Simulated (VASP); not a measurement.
Runs of VASP 6.6.1 on CsPbCl3. The structure is that of space group P4mm (No. 99), or close to it. The cells are those of the table. 

```csv
cell,gap on the mesh (eV),largest force (eV/Å)
"a = 5.605, b = 5.605, c = 6.605 Å, 5 atoms",3.80,0.18
"a = 5.605, b = 5.605, c = 6.105 Å, 5 atoms",3.93,(a)
"a = 5.605, b = 5.605, c = 7.605 Å, 5 atoms",3.78,0.35
"a = 5.605, b = 5.605, c = 8.605 Å, 5 atoms",(b),0.35
```

Alike in all rows: task single point; level PBE; potentials or basis VASP PAW PBE potentials, release 64 (Cs_sv, Pb_d, Cl); no spin polarisation; k mesh 3 × 3 × 3; cutoff (eV) 520; smearing methfessel-paxton 0.1 eV.

Problem. Estimate the missing entries.

Solution. (a) 0.09; (b) 3.82.

Caveats: spin-orbit coupling is left out, which moves the levels of the heavy elements.

A k mesh can miss the band edges, and the runs leave out spin-orbit coupling on Cs, Pb.
